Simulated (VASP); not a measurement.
Input of a VASP 6.6.1 run:

INCAR

```
SYSTEM = In
ALGO = Normal ; EDIFF = 1E-7
ENCUT = 520 ; ISIF = 2
ISMEAR = -1 ; LASPH = .True.
LCHARG = .False. ; LREAL = .False.
LWAVE = .False. ; NBANDS = 12
NELM = 60 ; PREC = Accurate
SIGMA = 0.05
```

KPOINTS

```
k-points
0
Gamma
  10 10 10
  0 0 0
```

Contents of POSCAR:

```
In
1.0
   -1.8440955744      1.8440955744      1.8440955744
    1.8440955744     -1.8440955744      1.8440955744
    1.8440955744      1.8440955744     -1.8440955744
In
1
Direct
    0.0000000000      0.0000000000      0.0000000000
```

Potentials or basis: VASP PAW LDA potentials, release 64 (In_d).

Launch:

```console
$ cat potpaw_LDA.64/In_d/POTCAR > POTCAR
$ mpirun -np 1 vasp_std > vasp.out
```

(1) Predict the pressure.

Answers

(1) -0.5 GPa.
